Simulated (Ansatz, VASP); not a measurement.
# One calculation of SiC, two programs

Contents of INCAR:

```
PREC = Accurate
ENCUT = 520
EDIFF = 1E-6
ISMEAR = 0
SIGMA = 0.02
LREAL = F
LASPH = T
NELM = 100
ALGO = Normal
ISIF = 2
LWAVE = F
LCHARG = T
GGA = PE
LELF = T
LVHAR = T
NBANDS = 36
```

Contents of KPOINTS:

```
Automatic mesh
0
Gamma
  12 12 2
```

File POSCAR:

```
SiC
1.0
    3.0947360569      0.0000000000      0.0000000000
   -1.5473680285      2.6801200433      0.0000000000
    0.0000000000      0.0000000000     15.1881298508
Si C
6 6
Direct
    0.3333333333      0.6666666667      0.1422863726
    0.6666666667      0.3333333333      0.6422863726
    0.0000000000      0.0000000000      0.4755194282
    0.0000000000      0.0000000000      0.9755194282
    0.6666666667      0.3333333333      0.3087736124
    0.3333333333      0.6666666667      0.8087736124
    0.0000000000      0.0000000000      0.3501570145
    0.0000000000      0.0000000000      0.8501570145
    0.3333333333      0.6666666667      0.0173185555
    0.6666666667      0.3333333333      0.5173185555
    0.6666666667      0.3333333333      0.1838050067
    0.3333333333      0.6666666667      0.6838050067
```

Input for Ansatz:

```yaml
crystal:
  lattice:
    - [3.0947360574, 0.0, 0.0]
    - [-1.5473680287, 2.6801200437, 0.0]
    - [0.0, 0.0, 15.1881298545]
  atoms:
    - { symbol: Si, position: [0.3333333333, 0.6666666667, 0.1422863724] }
    - { symbol: Si, position: [0.6666666667, 0.3333333333, 0.6422863724] }
    - { symbol: Si, position: [0.0, 0.0, 0.4755194283] }
    - { symbol: Si, position: [0.0, 0.0, 0.9755194283] }
    - { symbol: Si, position: [0.6666666667, 0.3333333333, 0.3087736127] }
    - { symbol: Si, position: [0.3333333333, 0.6666666667, 0.8087736127] }
    - { symbol: C, position: [0.0, 0.0, 0.3501570151] }
    - { symbol: C, position: [0.0, 0.0, 0.8501570151] }
    - { symbol: C, position: [0.3333333333, 0.6666666667, 0.0173185554] }
    - { symbol: C, position: [0.6666666667, 0.3333333333, 0.5173185554] }
    - { symbol: C, position: [0.6666666667, 0.3333333333, 0.1838050062] }
    - { symbol: C, position: [0.3333333333, 0.6666666667, 0.6838050062] }
basis:
  ecutwfc: 420
kpoints:
  mp_grid: { grid: [12, 12, 2] }
  band_path:
    path:
      - [[0.0, 0.0, 0.0], [0.5, 0.0, 0.0], [0.33333333, 0.33333333, 0.0], [0.0, 0.0, 0.0], [0.0, 0.0, 0.5], [0.5, 0.0, 0.5], [0.33333333, 0.33333333, 0.5], [0.0, 0.0, 0.5]]
      - [[0.5, 0.0, 0.5], [0.5, 0.0, 0.0]]
      - [[0.33333333, 0.33333333, 0.5], [0.33333333, 0.33333333, 0.0]]
    npoints: 10
hamiltonian:
  xc: pbe
scf:
  occupations: { method: gaussian, width: 0.02 }
  n_extra_bands: 30
output:
  forces: true
  stress: true
  eigenvalues: true
  populations: true
  dos: { projected: true, de: 0.02, nscf_kmesh: { grid: [18, 18, 3] } }
  bader: false
  write_density: true
  write_potential: true
  elf: true
  volumetric_format: npy
```

Alike in both runs: task single point; functional PBE; k mesh 12 × 12 × 2; occupations gaussian, width 0.02 eV; no spin polarisation.

```csv
,VASP,Ansatz
version,VASP 6.6.1,Ansatz 0.2.0
potentials or method,"VASP PAW PBE potentials, release 64 (Si, C), cutoff 520 eV","scalar-relativistic, plane waves, PAW"
valence electrons in the cell,48,48
```

```csv
,VASP,Ansatz,Ansatz less VASP
gap on the k mesh at the Fermi level (eV),2.03,2.03,+0.002
least direct gap on the mesh (eV),3.12,3.13,+0.002
pressure (GPa),0.0,0.0,+0.05
"traceless stress, the component that is largest in VASP (GPa)",-0.05,-0.05,-0.002
```
